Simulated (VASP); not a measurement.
# W3C in VASP: notebook

Runs on W3C. Level: LDA. Tasks: relaxation of the atoms.

Program: VASP 6.6.1. These are calculated values, not measurements. Logs are shortened: lines on timing, memory, paths and dates and some standing lists are left out, and cuts for length are marked.

## (1) The cell of the first run

The cell holds a slab with vacuum, 4 atoms: a = 2.809 Å, b = 2.809 Å, c = 20.114 Å, α = 90.00°, β = 90.00°, γ = 120.00°.

## (2) Relaxation of the atoms, LDA

INCAR

```
PREC = Accurate
ENCUT = 520
EDIFF = 1E-7
ISMEAR = 0
SIGMA = 0.1
LREAL = F
LASPH = T
NELM = 120
ALGO = Normal
ISIF = 2
LWAVE = F
LCHARG = F
LDIPOL = T
IDIPOL = 3
DIPOL = 0.5 0.5 0.358
GGA = CA
IBRION = 2
NSW = 36
EDIFFG = -0.025
GGA_COMPAT = F
NELMIN = 4
NELMDL = -8
```

KPOINTS

```
regular mesh
0
Gamma
  12 12 1
```

POSCAR

```
W3C
1.0
    2.8090103839      0.0000000000      0.0000000000
   -1.4045051920      2.4326743520      0.0000000000
    0.0000000000      0.0000000000     20.1144288635
W C
3 1
Selective dynamics
Direct
    0.6666666667      0.3333333333      0.1988622211  F F F
    0.3333333333      0.6666666667      0.3135698338  F F F
    0.0000000000      0.0000000000      0.4282711143  F F F
    0.3333333333      0.6666666667      0.4909127140  F F T
```

Potentials or basis: VASP PAW LDA potentials, release 64 (W_sv, C).

Launch:

```sh
cat potpaw_LDA.64/W_sv/POTCAR potpaw_LDA.64/C/POTCAR > POTCAR
mpirun -np 1 vasp_std > vasp.out
```

OUTCAR:

```text
PREC = Accurate
   ENCUT = 520
   EDIFF = 1E-7
   ISMEAR = 0
   LREAL = F
   LASPH = T
   NELM = 120
   ISIF = 2
   GGA = CA
   IBRION = 2
   NSW = 36
   EDIFFG = -0.025
   NELMIN = 4
   NELMDL = -8

 ion  position               nearest neighbor table
   1  0.667  0.333  0.199-   2 2.82   2 2.82   2 2.82
   2  0.333  0.667  0.314-   3 2.82   3 2.82   3 2.82   1 2.82   1 2.82   1 2.82
   3  0.000  0.000  0.428-   4 2.05   4 2.05   4 2.05   2 2.82   2 2.82   2 2.82
   4  0.333  0.667  0.491-   3 2.05   3 2.05   3 2.05

  LATTYP: Found a hexagonal cell.
 ALAT       =     2.8090103839
 C/A-ratio  =     7.1606815620

  Lattice vectors:

 A1 = (   2.8090103839,   0.0000000000,   0.0000000000)
 A2 = (  -1.4045051920,   2.4326743520,   0.0000000000)
 A3 = (   0.0000000000,   0.0000000000,  20.1144288635)

Analysis of symmetry for initial positions (statically):
=====================================================================
 Subroutine PRICEL returns:
 Original cell was already a primitive cell.

 Routine SETGRP: Setting up the symmetry group for a
 hexagonal supercell.

 Subroutine GETGRP returns: Found  6 space group operations
 (whereof  6 operations were pure point group operations)
 out of a pool of 24 trial point group operations.

The static configuration has the point symmetry C_3v.

Analysis of symmetry for dynamics (positions and initial velocities):
=====================================================================
 Subroutine PRICEL returns:
 Original cell was already a primitive cell.

 Routine SETGRP: Setting up the symmetry group for a
 hexagonal supercell.

 Subroutine GETGRP returns: Found  6 space group operations
 (whereof  6 operations were pure point group operations)
 out of a pool of 24 trial point group operations.

The dynamic configuration has the point symmetry C_3v.

Analysis of constrained symmetry for selective dynamics:
=====================================================================
 Subroutine PRICEL returns:
 Original cell was already a primitive cell.

 Routine SETGRP: Setting up the symmetry group for a
 hexagonal supercell.

 Subroutine GETGRP returns: Found  6 space group operations
 (whereof  6 operations were pure point group operations)
 out of a pool of 24 trial point group operations.

The constrained configuration has the point symmetry C_3v.

 Subroutine INISYM returns: Found  6 space group operations
 (whereof  6 operations are pure point group operations),
 and found     1 'primitive' translations

----------------------------------------------------------------------------------------

                                     Primitive cell

  volume of cell :     137.4501

  direct lattice vectors                    reciprocal lattice vectors
     2.809010384  0.000000000  0.000000000     0.355997260  0.205535114  0.000000000
    -1.404505192  2.432674352  0.000000000     0.000000000  0.411070228  0.000000000
     0.000000000  0.000000000 20.114428863     0.000000000  0.000000000  0.049715555

  length of vectors
     2.809010384  2.809010384 20.114428863     0.411070228  0.411070228  0.049715555

  position of ions in fractional coordinates (direct lattice)
     0.666666667  0.333333333  0.198862221
     0.333333333  0.666666667  0.313569834
     0.000000000  0.000000000  0.428271114
     0.333333333  0.666666667  0.490912714

  ion indices of the primitive-cell ions
   primitive index   ion index
                 1           1
                 2           2
                 3           3
                 4           4

----------------------------------------------------------------------------------------

 KPOINTS: regular mesh

Automatic generation of k-mesh.
 Grid dimensions read from file:
 generate k-points for:   12   12    1

 Generating k-lattice:

  Cartesian coordinates                     Fractional coordinates (reciprocal lattice)
     0.029666438  0.017127926  0.000000000     0.083333333 -0.000000000  0.000000000
     0.000000000  0.034255852  0.000000000     0.000000000  0.083333333  0.000000000
     0.000000000  0.000000000  0.049715555     0.000000000  0.000000000  1.000000000

  Length of vectors
     0.034255852  0.034255852  0.049715555

  Shift w.r.t. Gamma in fractional coordinates (k-lattice)
     0.000000000  0.000000000  0.000000000

 Subroutine IBZKPT returns following result:
 ===========================================

 Found     19 irreducible k-points:

 Following reciprocal coordinates:
            Coordinates               Weight
  0.000000  0.000000  0.000000      1.000000
  0.083333  0.000000  0.000000      6.000000
  0.166667  0.000000  0.000000      6.000000
  0.250000  0.000000  0.000000      6.000000
  0.333333  0.000000  0.000000      6.000000
  0.416667  0.000000  0.000000      6.000000
[... 11 lines left out ...]
  0.333333  0.250000  0.000000     12.000000
  0.333333  0.333333  0.000000      2.000000
   k-points           NKPTS =     19   k-points in BZ     NKDIM =     19   number of bands    NBANDS=     27
   number of dos      NEDOS =    301   number of ions     NIONS =      4
   total plane-waves  NPLWV =  86400
   dimension x,y,z NGX =    24 NGY =   24 NGZ =  150
   dimension x,y,z NGXF=    48 NGYF=   48 NGZF=  300
   ions per type =               3   1
   NGX,Y,Z   is equivalent  to a cutoff of  14.20, 14.20, 12.40 a.u.
   NGXF,Y,Z  is equivalent  to a cutoff of  28.41, 28.41, 24.80 a.u.
 SYSTEM =  unknown system
   PREC   = accura    normal or accurate (medium, high low for compatibility)
   ISTART =      0    job   : 0-new  1-cont  2-samecut
   ICHARG =      2    charge: 1-file 2-atom 10-const
   ISPIN  =      1    spin polarized calculation?
   LNONCOLLINEAR =      F non collinear calculations
   LSORBIT =      F    spin-orbit coupling
   LASPH  =      T    aspherical Exc in radial PAW
   ENCUT  =  520.0 eV  38.22 Ry    6.18 a.u.   5.22  5.22 37.40*2*pi/ulx,y,z
   NELM   =    120;   NELMIN=  4; NELMDL= -8     # of ELM steps
   EDIFF  = 0.1E-06   stopping-criterion for ELM
   LREAL  =      F    real-space projection
   EDIFFG = -.3E-01   stopping-criterion for IOM
   NSW    =     36    number of steps for IOM
   IBRION =      2    ionic relax: 0-MD 1-quasi-New 2-CG
   NFREE  =      1    steps in history (QN), initial steepest desc. (CG)
   ISIF   =      2    stress and relaxation
   ISYM   =      2    0-nonsym 1-usesym 2-fastsym
   POTIM  = 0.5000    time-step for ionic-motion
   TEBEG  =    0.0;   TEEND  =   0.0 temperature during run
   PSTRESS=    0.0 pullay stress
   NELECT =      46.0000    total number of electrons
   NUPDOWN=      -1.0000    fix difference up-down
   EMIN   =  10.00;   EMAX   =-10.00  energy-range for DOS
   EFERMI =   0.00;   METHOD = LEGACY
   ISMEAR =     0;   SIGMA  =   0.10  broadening in eV -4-tet -1-fermi 0-gaus
   EFERMI_NEDOS =   21; number of points for ismear=-14 and -15
   IALGO  =     38    algorithm
   IMIX   =      4    mixing-type and parameters
     AMIX     =   0.40;   BMIX     =  1.00
     AMIX_MAG =   1.60;   BMIX_MAG =  1.00
  volume/ion in A,a.u.               =      34.36       231.89
  Fermi-wavevector in a.u.,A,eV,Ry     =   1.136613  2.147886 17.577203  1.291888
  Thomas-Fermi vector in A             =   2.273318
   LORBIT       =      0    0 simple, 1 ext, 2 COOP (PROOUT), +10 PAW based schemes
   GGA     = CA    functional components
   LHFCALC =     F    Hartree Fock is set to
   AEXX    =    0.0000 exact exchange contribution
   IVDW    =     0    specifies the selected vdW correction
   LEPSILON=     F    determine dielectric tensor
   LRPA    =     F    only Hartree local field effects (RPA)
 conjugate gradient relaxation of ions
 non-spin polarized calculation
 Gauss-broadening in eV      SIGMA  =   0.10
  energy-cutoff  :      520.00
  volume of cell :      137.45
 maximum number of plane-waves:      3729
 NGX is ok and might be reduce to    24
   NGX = 11   NGY = 11   NGZ = 75

--------------------------------------- Ionic step        1  -------------------------------------------

 number of electron      46.0000004 magnetization

 Free energy of the ion-electron system (eV)
  ---------------------------------------------------
  ext. energy  EPLUGINS =         0.00000000
  ---------------------------------------------------
  free energy    TOTEN  =       -47.20911328 eV

  energy without entropy =      -47.18498254  energy(sigma->0) =      -47.19704791

------------------------ aborting loop because EDIFF is reached ----------------------------------------

  FORCE on cell =-STRESS in cart. coord.  units (eV):
  Direction    XX          YY          ZZ          XY          YZ          ZX
  --------------------------------------------------------------------------------------
  -------------------------------------------------------------------------------------
  Total       -0.1670858     -0.1670858     -1.0474799      0.0000000      0.0000000      0.0000000
  in kB       -1.9476236     -1.9476236    -12.2098762      0.0000000      0.0000000      0.0000000
  external PRESSURE =      -5.3683745 kB  Pullay stress =       0.0000000 kB
[... 19 lines left out ...]
  FREE ENERGIE OF THE ION-ELECTRON SYSTEM (eV)
  ---------------------------------------------------
  free  energy   TOTEN  =       -47.2091132790 eV

  energy  without entropy=      -47.1849825446  energy(sigma->0) =      -47.19704791

 dipolmoment           0.000000      0.000000     -0.043734 electrons x Angstroem

--------------------------------------- Ionic step        2  -------------------------------------------

 number of electron      46.0000004 magnetization

------------------------ aborting loop because EDIFF is reached ----------------------------------------
[... 33 lines left out ...]
--------------------------------------- Ionic step        3  -------------------------------------------

 number of electron      46.0000005 magnetization

 dipolmoment           0.000000      0.000000      0.029873 electrons x Angstroem

 Free energy of the ion-electron system (eV)
  ---------------------------------------------------
  ext. energy  EPLUGINS =         0.00000000
  ---------------------------------------------------
  free energy    TOTEN  =       -47.44343758 eV

  energy without entropy =      -47.41803756  energy(sigma->0) =      -47.43073757

 E-fermi :   0.6196     XC(G=0):  -6.2265

 val. band max:        0.6146027813   @ k =   0.3333   0.0833   0.0000
 cond. band min:       0.6208546076   @ k =   0.3333   0.1667   0.0000
 fundamental gap:      0.0062518263
 Fermi energy:         0.6196004050

 k-point     1 :       0.0000    0.0000    0.0000
  band No.  band energies     occupation
      1     -72.7030      2.00000
      2     -72.6266      2.00000
      3     -72.5462      2.00000
      4     -37.7052      2.00000
      5     -37.2521      2.00000
      6     -36.7659      2.00000
[... 559 lines left out ...]
     26       2.2893      0.00000
     27       3.5158      0.00000

------------------------ aborting loop because EDIFF is reached ----------------------------------------

 vacuum level on the upper side and lower side of the slab       (xc-potential included)         0.376        -0.394

  FORCE on cell =-STRESS in cart. coord.  units (eV):
  Direction    XX          YY          ZZ          XY          YZ          ZX
  --------------------------------------------------------------------------------------
  -------------------------------------------------------------------------------------
  Total        2.8656275      2.8656275      3.1475491     -0.0000000      0.0000000      0.0000000
  in kB       33.4029866     33.4029866     36.6891856     -0.0000000      0.0000000      0.0000000
  external PRESSURE =      34.4983863 kB  Pullay stress =       0.0000000 kB
[... 19 lines left out ...]
  FREE ENERGIE OF THE ION-ELECTRON SYSTEM (eV)
  ---------------------------------------------------
  free  energy   TOTEN  =       -47.4434375837 eV

  energy  without entropy=      -47.4180375628  energy(sigma->0) =      -47.43073757

 reached required accuracy - stopping structural energy minimisation

 vacuum level on the upper side and lower side of the slab         6.795         6.005
```

It took 6.8 min on 1 thread of Intel Xeon Platinum 8259CL at 2.50GHz (Skylake/Cascade Lake), shared host; peak memory 0.26 GiB.

What came out:

```
Free energy               : -47.4434 eV
Energy gained by relaxing : 58.6 meV/atom
Ionic steps               : 3
Band gap on the k mesh    : zero (bands 23 and 24 overlap by 0.57 eV)
```

Step by step:
| step | energy change (eV) | largest force on free atoms (eV/Å) | pressure (GPa) |
| --- | --- | --- | --- |
| 1 | 0.0000 | 2.7555 | -0.54 |
| 2 | -0.2275 | 0.5225 | 2.74 |
| 3 | -0.2343 | 0.0096 | 3.45 |

Final structure:
```yaml
crystal:
  lattice:
    - [2.80901, 0.00000, 0.00000]
    - [-1.40451, 2.43267, 0.00000]
    - [0.00000, 0.00000, 20.11443]
  atoms:
    - { symbol: W, position: [0.66667, 0.33333, 0.19886] }
    - { symbol: W, position: [0.33333, 0.66667, 0.31357] }
    - { symbol: W, position: [0.00000, 0.00000, 0.42827] }
    - { symbol: C, position: [0.33333, 0.66667, 0.48305] }
```

Caveat: spin-orbit coupling is left out, which moves the levels of the heavy elements.

## (3) Relaxation of the atoms, LDA

INCAR

```
SYSTEM = W3C
ALGO = Normal ; DIPOL = 0.5 0.5 0.358
EDIFF = 1E-7 ; EDIFFG = -0.025
ENCUT = 520 ; GGA_COMPAT = .FALSE.
IBRION = 2 ; IDIPOL = 3
ISIF = 2 ; ISMEAR = 0
LASPH = .TRUE. ; LCHARG = .FALSE.
LDIPOL = .TRUE. ; LREAL = .FALSE.
LWAVE = .FALSE. ; NELM = 120
NELMDL = -8 ; NELMIN = 4
NSW = 36 ; PREC = Accurate
SIGMA = 0.1
```

KPOINTS

```
k-points
0
G
  12 12 1
  0 0 0
```

Changes to POSCAR since step 2:

```diff
@@ -12,2 +12,2 @@
     0.0000000000      0.0000000000      0.4282711143  F F F
-    0.3333333333      0.6666666667      0.4909127140  F F T
+    0.6666666667      0.3333333333      0.4909127140  F F T
```

Potentials or basis: VASP PAW LDA potentials, release 64 (W_sv, C).

Launch:

```sh
cat potpaw_LDA.64/W_sv/POTCAR potpaw_LDA.64/C/POTCAR > POTCAR
mpirun -np 1 vasp_std > vasp.out
```

Wall time 5.4 min (1 thread of Intel Xeon Platinum 8259CL at 2.50GHz (Skylake/Cascade Lake), shared host); peak memory 0.25 GiB.

The run converged. Its results:

| Item | Value |
| --- | --- |
| Free energy | -47.5729 eV |
| Energy gained by relaxing | 54.0 meV/atom |
| Ionic steps | 3 |
| Band gap on the k mesh | zero (bands 23 and 24 overlap by 1.08 eV) |

The path:
| step | energy change (eV) | largest force on free atoms (eV/Å) | pressure (GPa) |
| --- | --- | --- | --- |
| 1 | 0.0000 | 2.7468 | -0.54 |
| 2 | -0.2135 | 0.3307 | 2.68 |
| 3 | -0.2161 | 0.0036 | 3.09 |

Final structure:
```cif
data_structure
_symmetry_space_group_name_H-M 'P 1'
_symmetry_Int_Tables_number 1
_cell_length_a 2.8090
_cell_length_b 2.8090
_cell_length_c 20.1144
_cell_angle_alpha 90.000
_cell_angle_beta 90.000
_cell_angle_gamma 120.000
_cell_volume 137.45
loop_
_atom_site_label
_atom_site_type_symbol
_atom_site_fract_x
_atom_site_fract_y
_atom_site_fract_z
_atom_site_occupancy
W1 W 0.66667 0.33333 0.19886 1
W2 W 0.33333 0.66667 0.31357 1
W3 W 0.00000 0.00000 0.42827 1
C1 C 0.66667 0.33333 0.48357 1
```

Levels at points of the mesh, in eV from the Fermi level:
| k point | band 21 | band 22 | band 23 | band 24 | band 25 | band 26 |
| --- | --- | --- | --- | --- | --- | --- |
| (0.00, 0.00, 0.00) | -0.70 | -0.70 | -0.19 | -0.19 | 0.21 | 1.58 |
| (0.50, 0.00, 0.00) | -1.48 | -0.05 | 0.23 | 1.36 | 1.85 | 2.93 |

Caveat: spin-orbit coupling is left out, which moves the levels of the heavy elements.
